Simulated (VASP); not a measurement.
# Ge (Fd-3m) in VASP: notebook

Runs on Ge. Level: PBEsol. Tasks: relaxation of cell and atoms.

All numbers are computed with VASP 6.6.1; they aren't measurements. Logs are shortened: lines on timing, memory, paths and dates and some standing lists are left out, and cuts for length are marked.

## 1. The cell of the first run

It takes space group Fd-3m (No. 227, cubic). Conventional cell: a = 4.228 Å, b = 4.228 Å, c = 4.228 Å, α = 90.00°, β = 90.00°, γ = 90.00°. Ge (site symmetry -43m) has 4 Ge at 1.83 Å within 2.4 Å.

## 2. Relaxation of cell and atoms, PBEsol, target pressure 270 GPa, at which the enthalpy is minimised

INCAR

```
PREC = Accurate
ENCUT = 600
EDIFF = 1E-6
ISMEAR = -1
SIGMA = 0.05
LREAL = False
LASPH = True
NELM = 100
ALGO = Normal
ISIF = 3
LWAVE = False
LCHARG = False
GGA = PS
IBRION = 2
NSW = 60
EDIFFG = -0.005
PSTRESS = 2700.0
```

KPOINTS

```
regular mesh
0
Gamma
  15 15 15
```

POSCAR

```
Ge
1.0
    0.0000000000      2.1138536775      2.1138536775
    2.1138536775      0.0000000000      2.1138536775
    2.1138536775      2.1138536775      0.0000000000
Ge
2
Direct
   -0.1250000000     -0.1250000000     -0.1250000000
    0.1250000000      0.1250000000      0.1250000000
```

Potentials or basis: VASP PAW PBE potentials, release 64 (Ge_d).

Run with:

```console
> cat potpaw_PBE.64/Ge_d/POTCAR > POTCAR
> mpirun -np 1 vasp_std > vasp.out
```

OUTCAR:

```text
PREC = Accurate
   ENCUT = 600
   EDIFF = 1E-6
   ISMEAR = -1
   LREAL = False
   LASPH = True
   NELM = 100
   ISIF = 3
   GGA = PS
   IBRION = 2
   NSW = 60
   EDIFFG = -0.005
   PSTRESS = 2700.0

 ion  position               nearest neighbor table
   1  0.875  0.875  0.875-   2 1.83   2 1.83   2 1.83   2 1.83
   2  0.125  0.125  0.125-   1 1.83   1 1.83   1 1.83   1 1.83

  LATTYP: Found a face centered cubic cell.
 ALAT       =     4.2277073550

  Lattice vectors:

 A1 = (   0.0000000000,   2.1138536775,   2.1138536775)
 A2 = (   2.1138536775,   0.0000000000,   2.1138536775)
 A3 = (   2.1138536775,   2.1138536775,   0.0000000000)

Analysis of symmetry for initial positions (statically):
=====================================================================
 Subroutine PRICEL returns:
 Original cell was already a primitive cell.

 Routine SETGRP: Setting up the symmetry group for a
 face centered cubic supercell.

 Subroutine GETGRP returns: Found 48 space group operations
 (whereof 12 operations were pure point group operations)
 out of a pool of 48 trial point group operations.

The static configuration has the point symmetry D_3d.
 The point group associated with its full space group is O_h .

Analysis of symmetry for dynamics (positions and initial velocities):
=====================================================================
 Subroutine PRICEL returns:
 Original cell was already a primitive cell.

 Routine SETGRP: Setting up the symmetry group for a
 face centered cubic supercell.

 Subroutine GETGRP returns: Found 48 space group operations
 (whereof 12 operations were pure point group operations)
 out of a pool of 48 trial point group operations.

The dynamic configuration has the point symmetry D_3d.
 The point group associated with its full space group is O_h .

 Subroutine INISYM returns: Found 48 space group operations
 (whereof 12 operations are pure point group operations),
 and found     1 'primitive' translations

----------------------------------------------------------------------------------------

                                     Primitive cell

  volume of cell :      18.8910

  direct lattice vectors                    reciprocal lattice vectors
     0.000000000  2.113853677  2.113853677    -0.236534820  0.236534820  0.236534820
     2.113853677  0.000000000  2.113853677     0.236534820 -0.236534820  0.236534820
     2.113853677  2.113853677  0.000000000     0.236534820  0.236534820 -0.236534820

  length of vectors
     2.989440540  2.989440540  2.989440540     0.409690327  0.409690327  0.409690327

  position of ions in fractional coordinates (direct lattice)
     0.875000000  0.875000000  0.875000000
     0.125000000  0.125000000  0.125000000

  ion indices of the primitive-cell ions
   primitive index   ion index
                 1           1
                 2           2

----------------------------------------------------------------------------------------

 KPOINTS: regular mesh

Automatic generation of k-mesh.
 Grid dimensions read from file:
 generate k-points for:   15   15   15

 Generating k-lattice:

  Cartesian coordinates                     Fractional coordinates (reciprocal lattice)
    -0.015768988  0.015768988  0.015768988     0.066666667  0.000000000  0.000000000
     0.015768988 -0.015768988  0.015768988     0.000000000  0.066666667  0.000000000
     0.015768988  0.015768988 -0.015768988     0.000000000  0.000000000  0.066666667

  Length of vectors
     0.027312688  0.027312688  0.027312688

  Shift w.r.t. Gamma in fractional coordinates (k-lattice)
     0.000000000  0.000000000  0.000000000

 Subroutine IBZKPT returns following result:
 ===========================================

 Found    120 irreducible k-points:

 Following reciprocal coordinates:
            Coordinates               Weight
  0.000000  0.000000  0.000000      1.000000
  0.066667  0.000000  0.000000      8.000000
  0.133333  0.000000  0.000000      8.000000
  0.200000  0.000000  0.000000      8.000000
  0.266667  0.000000  0.000000      8.000000
  0.333333  0.000000  0.000000      8.000000
[... 16 lines left out ...]
  0.133333  0.133333  0.000000      6.000000
  0.200000  0.133333  0.000000     24.000000
 [... further k-points ...]
   k-points           NKPTS =    120   k-points in BZ     NKDIM =    120   number of bands    NBANDS=     18
   number of dos      NEDOS =    301   number of ions     NIONS =      2
   total plane-waves  NPLWV =  13824
   dimension x,y,z NGX =    24 NGY =   24 NGZ =   24
   dimension x,y,z NGXF=    48 NGYF=   48 NGZF=   48
   ions per type =               2
   NGX,Y,Z   is equivalent  to a cutoff of  13.35, 13.35, 13.35 a.u.
   NGXF,Y,Z  is equivalent  to a cutoff of  26.69, 26.69, 26.69 a.u.
 SYSTEM =  unknown system
   PREC   = accura    normal or accurate (medium, high low for compatibility)
   ISTART =      0    job   : 0-new  1-cont  2-samecut
   ICHARG =      2    charge: 1-file 2-atom 10-const
   ISPIN  =      1    spin polarized calculation?
   LNONCOLLINEAR =      F non collinear calculations
   LSORBIT =      F    spin-orbit coupling
   LASPH  =      T    aspherical Exc in radial PAW
   ENCUT  =  600.0 eV  44.10 Ry    6.64 a.u.   5.97  5.97  5.97*2*pi/ulx,y,z
   NELM   =    100;   NELMIN=  2; NELMDL= -5     # of ELM steps
   EDIFF  = 0.1E-05   stopping-criterion for ELM
   LREAL  =      F    real-space projection
   EDIFFG = -.5E-02   stopping-criterion for IOM
   NSW    =     60    number of steps for IOM
   IBRION =      2    ionic relax: 0-MD 1-quasi-New 2-CG
   NFREE  =      1    steps in history (QN), initial steepest desc. (CG)
   ISIF   =      3    stress and relaxation
   ISYM   =      2    0-nonsym 1-usesym 2-fastsym
   POTIM  = 0.5000    time-step for ionic-motion
   TEBEG  =    0.0;   TEEND  =   0.0 temperature during run
   PSTRESS= 2700.0 pullay stress
   NELECT =      28.0000    total number of electrons
   NUPDOWN=      -1.0000    fix difference up-down
   EMIN   =  10.00;   EMAX   =-10.00  energy-range for DOS
   EFERMI =   0.00;   METHOD = LEGACY
   ISMEAR =    -1;   SIGMA  =   0.05  broadening in eV -4-tet -1-fermi 0-gaus
   EFERMI_NEDOS =   21; number of points for ismear=-14 and -15
   IALGO  =     38    algorithm
   IMIX   =      4    mixing-type and parameters
     AMIX     =   0.40;   BMIX     =  1.00
     AMIX_MAG =   1.60;   BMIX_MAG =  1.00
  volume/ion in A,a.u.               =       9.45        63.74
  Fermi-wavevector in a.u.,A,eV,Ry     =   1.866563  3.527292 47.403465  3.484056
  Thomas-Fermi vector in A             =   2.913233
   LORBIT       =      0    0 simple, 1 ext, 2 COOP (PROOUT), +10 PAW based schemes
   GGA     = PS    functional components
   LHFCALC =     F    Hartree Fock is set to
   AEXX    =    0.0000 exact exchange contribution
   IVDW    =     0    specifies the selected vdW correction
   LEPSILON=     F    determine dielectric tensor
   LRPA    =     F    only Hartree local field effects (RPA)
 conjugate gradient relaxation of ions
 non-spin polarized calculation
  energy-cutoff  :      600.00
  volume of cell :       18.89
 maximum number of plane-waves:       641
   NGX = 11   NGY = 11   NGZ = 11

--------------------------------------- Ionic step        1  -------------------------------------------

 number of electron      28.0000002 magnetization

 Free energy of the ion-electron system (eV)
  ---------------------------------------------------
  ext. energy  EPLUGINS =         0.00000000
  ---------------------------------------------------
  free energy    TOTEN  =         6.63357425 eV

  energy without entropy =        6.63553257  energy(sigma->0) =        6.63455341

------------------------ aborting loop because EDIFF is reached ----------------------------------------

  FORCE on cell =-STRESS in cart. coord.  units (eV):
  Direction    XX          YY          ZZ          XY          YZ          ZX
  --------------------------------------------------------------------------------------
  -------------------------------------------------------------------------------------
  Total       52.3535673     52.3535673     52.3535673     -0.0000000      0.0000000     -0.0000000
  in kB     4440.1955828   4440.1955828   4440.1955828     -0.0000000      0.0000000     -0.0000000
  external PRESSURE =    1740.1955828 kB  Pullay stress =    2700.0000000 kB
[... 23 lines left out ...]
  enthalpy is  TOTEN    =        38.4688006658 eV   P V=       31.8352264123

--------------------------------------- Ionic step        2  -------------------------------------------

 number of electron      28.0000062 magnetization

 E-fermi :   1.9878     XC(G=0):  -8.6506

 val. band max:        1.9478877928   @ k =   0.0667   0.0667   0.0000
 cond. band min:       2.0667581405   @ k =   0.2000   0.0000   0.0000
 fundamental gap:      0.1188703477
 Fermi energy:         1.9878048345

 k-point     1 :       0.0000    0.0000    0.0000
  band No.  band energies     occupation
      1     -22.4851      2.00000
      2     -22.4851      2.00000
      3     -22.4851      2.00000
      4     -22.4791      2.00000
      5     -22.4791      2.00000
      6     -22.3871      2.00000
[... 10 lines left out ...]
     17       4.4541      0.00000
     18       4.4541      0.00000
[... 550 lines left out ...]
  FREE ENERGIE OF THE ION-ELECTRON SYSTEM (eV)
  ---------------------------------------------------
  free  energy   TOTEN  =        -3.9442370800 eV

  energy  without entropy=       -3.9423007896  energy(sigma->0) =       -3.94326893

  enthalpy is  TOTEN    =        38.2927009774 eV   P V=       42.2369380573

[... ionic steps 4 to 8 ...]

--------------------------------------- Ionic step        9  -------------------------------------------

 number of electron      27.9999991 magnetization

------------------------ aborting loop because EDIFF is reached ----------------------------------------

  FORCE on cell =-STRESS in cart. coord.  units (eV):
  Direction    XX          YY          ZZ          XY          YZ          ZX
  --------------------------------------------------------------------------------------
  -------------------------------------------------------------------------------------
  Total       36.6636194     36.6636194     36.6636194     -0.0000000      0.0000000     -0.0000000
  in kB     2696.1131966   2696.1131966   2696.1131966     -0.0000000      0.0000000     -0.0000000
  external PRESSURE =      -3.8868034 kB  Pullay stress =    2700.0000000 kB
[... 61 lines left out ...]
  enthalpy is  TOTEN    =        37.0431865213 eV   P V=       36.7127391816

--------------------------------------- Ionic step       11  -------------------------------------------

 number of electron      27.9999991 magnetization

 Free energy of the ion-electron system (eV)
  ---------------------------------------------------
  ext. energy  EPLUGINS =         0.00000000
  ---------------------------------------------------
  free energy    TOTEN  =         0.32857999 eV

  energy without entropy =        0.33073536  energy(sigma->0) =        0.32965768

 E-fermi :  14.7664     XC(G=0): -14.1701

 val. band max:       14.7264816914   @ k =   0.4000   0.3333   0.0000
 cond. band min:      14.8615305900   @ k =   0.4667   0.3333   0.0000
 fundamental gap:      0.1350488987
 Fermi energy:        14.7664335452

 k-point     1 :       0.0000    0.0000    0.0000
  band No.  band energies     occupation
      1     -12.6523      2.00000
      2     -12.6523      2.00000
      3     -12.6523      2.00000
      4     -12.5412      2.00000
      5     -12.5412      2.00000
      6     -11.4055      2.00000
[... 10 lines left out ...]
     17      17.8950      0.00000
     18      23.4217      0.00000
[... 512 lines left out ...]
  FREE ENERGIE OF THE ION-ELECTRON SYSTEM (eV)
  ---------------------------------------------------
  free  energy   TOTEN  =         0.3285799899 eV

  energy  without entropy=        0.3307353631  energy(sigma->0) =        0.32965768

  enthalpy is  TOTEN    =        37.0431869976 eV   P V=       36.7146070077

 reached required accuracy - stopping structural energy minimisation
```

Run time: 2 min. Hardware: 1 thread of Intel Xeon 6975P-C (Granite Rapids), shared host; peak memory 0.17 GiB.

What came out:

```yaml
Free_energy: 0.3286 eV
Relaxed_volume: 10.89 Å³/atom
Relaxed_cell: a = 3.135 Å, b = 3.135 Å, c = 3.135 Å, α = 60.00°, β = 60.00°, γ = 60.00°
Space_group_after_relaxing_to_0.1_Å: Fd-3m (No. 227)
Energy_change_on_relaxing_the_run_minimises_the_enthalpy: -3152.5 meV/atom
Ionic_steps: 11
Pressure_after_relaxing: 270.0 GPa
Band_gap_on_the_k_mesh: zero (bands 14 and 15 overlap by 1.51 eV)
```

Step by step:
```csv
step,energy change (eV),largest force (eV/Å),pressure (GPa),volume (Å³)
1,0.0000,0.0000,444.02,18.89
2,-15.5010,0.0000,-16.13,63.11
3,-10.5778,0.0000,158.80,25.06
4,-6.7988,0.0000,255.91,22.09
5,-6.2623,0.0000,270.73,21.76
6,-6.3636,0.0000,268.30,21.82
7,-5.8521,0.0000,281.76,21.52
8,-6.3016,0.0000,270.16,21.78
9,-6.3069,0.0000,269.61,21.79
10,-6.3031,0.0000,270.22,21.79
11,-6.3050,0.0000,269.98,21.79
```

Final structure:
```yaml
crystal:
  lattice:
    - [0.00000, 2.21676, 2.21676]
    - [2.21676, 0.00000, 2.21676]
    - [2.21676, 2.21676, 0.00000]
  atoms:
    - { symbol: Ge, position: [0.87500, 0.87500, 0.87500] }
    - { symbol: Ge, position: [0.12500, 0.12500, 0.12500] }
```

Caveat: the cell is relaxed towards a set pressure, so the run minimises the enthalpy, not the energy; the volume moved by over 15 % at a fixed basis, so the end points are rough; the PAW data sets were made with another functional, which shifts forces and pressure a little.

## 3. Relaxation of cell and atoms, PBEsol, target pressure 270 GPa, at which the enthalpy is minimised

This run uses another cell than the first one, of 10.76 Å³/atom.

INCAR

```
SYSTEM = Ge
PREC     = Accurate       ! precision mode
ENCUT    = 600            ! plane-wave cutoff, eV
EDIFF    = 1E-6           ! SCF threshold, eV
ISMEAR   = -1             ! smearing method
SIGMA    = 0.05           ! smearing width, eV
LREAL    = .False.        ! projectors in reciprocal space
LASPH    = .True.         ! aspherical terms in the spheres
NELM     = 100            ! most SCF steps
ALGO     = Normal         ! electronic algorithm
ISIF     = 3              ! what is computed and relaxed
LWAVE    = .False.        ! write WAVECAR
LCHARG   = .False.        ! write CHGCAR
GGA      = PS             ! functional
IBRION   = 2              ! ionic algorithm
NSW      = 32             ! ionic steps
EDIFFG   = -0.005         ! ionic threshold
PSTRESS  = 2700.0
```

KPOINTS

```
Automatic mesh
0
Gamma
  15 15 15
  0 0 0
```

POSCAR

```
Ge
1.0
    0.0000000000      2.2078862445      2.2078862445
    2.2078862445      0.0000000000      2.2078862445
    2.2078862445      2.2078862445      0.0000000000
Ge
2
Direct
   -0.1250000000     -0.1250000000     -0.1250000000
    0.1250000000      0.1250000000      0.1250000000
```

Potentials or basis: VASP PAW PBE potentials, release 64 (Ge_d).

Run with:

```console
> cat potpaw_PBE.64/Ge_d/POTCAR > POTCAR
> mpirun -np 1 vasp_std > vasp.out
```

Run time: 3.3 min. Hardware: 1 thread of Intel Xeon 6975P-C (Granite Rapids), shared host; peak memory 0.19 GiB.

The run converged. Its results:

```yaml
Free_energy: 0.3408 eV
Relaxed_volume: 10.89 Å³/atom
Relaxed_cell: a = 3.135 Å, b = 3.135 Å, c = 3.135 Å, α = 60.00°, β = 60.00°, γ = 60.00°
Space_group_after_relaxing_to_0.1_Å: Fd-3m (No. 227)
Energy_change_on_relaxing_the_run_minimises_the_enthalpy: -217.8 meV/atom
Ionic_steps: 11
Pressure_after_relaxing: 270.0 GPa
Band_gap_on_the_k_mesh: zero (bands 14 and 15 overlap by 1.51 eV)
```

The path:
```tsv
step	energy change (eV)	largest force (eV/Å)	pressure (GPa)	volume (Å³)
1	0.0000	0.0000	281.71	21.53
2	-3.6552	0.0000	186.11	24.07
3	-0.4616	0.0000	268.67	21.79
4	-0.4149	0.0000	270.92	21.77
5	-0.4340	0.0000	270.11	21.78
6	-0.4425	0.0000	269.83	21.78
7	-0.3935	0.0000	271.50	21.75
8	-0.4358	0.0000	269.89	21.78
9	-0.4328	0.0000	270.44	21.78
10	-0.4352	0.0000	270.25	21.78
11	-0.4356	0.0000	270.05	21.78
```

Final structure:
```
CELL_PARAMETERS angstrom
0.00000 2.21650 2.21650
2.21650 0.00000 2.21650
2.21650 2.21650 0.00000
ATOMIC_POSITIONS crystal
Ge 0.87500 0.87500 0.87500
Ge 0.12500 0.12500 0.12500
```

Levels at points of the mesh, in eV from the Fermi level:
| k point | band 11 | band 12 | band 13 | band 14 | band 15 | band 16 | band 17 | band 18 |
| --- | --- | --- | --- | --- | --- | --- | --- | --- |
| (0.00, 0.00, 0.00) | -20.35 | 1.03 | 1.03 | 1.03 | 3.13 | 3.13 | 3.13 | 8.22 |

Caveat: the cell is relaxed towards a set pressure, so the run minimises the enthalpy, not the energy; the PAW data sets were made with another functional, which shifts forces and pressure a little.

The gap in the log of VASP goes by the Fermi energy; the results here count the filled bands.